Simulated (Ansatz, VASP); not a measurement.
# SbPt in VASP and in Ansatz

```xyz
4
Lattice="4.1023 0.0000 0.0000 -2.0511 3.5527 0.0000 0.0000 0.0000 5.4353" Properties=species:S:1:pos:R:3 pbc="T T T"
Sb    0.0000    2.3685    1.3588
Sb    2.0511    1.1842    4.0765
Pt    0.0000    0.0000    0.0000
Pt    0.0000    0.0000    2.7176
```

Change from the starting cell: volume scaled by 0.98.

Alike in both runs: task single point; functional LDA; k mesh 11 × 11 × 8; occupations fermi-dirac, width 0.08 eV; no spin polarisation.

|  | VASP | Ansatz |
| --- | --- | --- |
| version | VASP 6.6.1 | Ansatz 0.2.0 |
| potentials or method | VASP PAW LDA potentials, release 64 (Sb, Pt), cutoff 520 eV | all-electron LAPW, scalar-relativistic |

```csv
,VASP,Ansatz,Ansatz less VASP
pressure (GPa),3.4,3.1,-0.28
"traceless stress, the component that is largest in VASP (GPa)",-0.55,-0.69,-0.133
```

LDA's correlation is that of Perdew and Zunger in VASP and of Perdew and Wang (1992) in Ansatz. Ansatz ran all-electron here, and VASP with PAW potentials.

Spin-orbit coupling is off throughout.
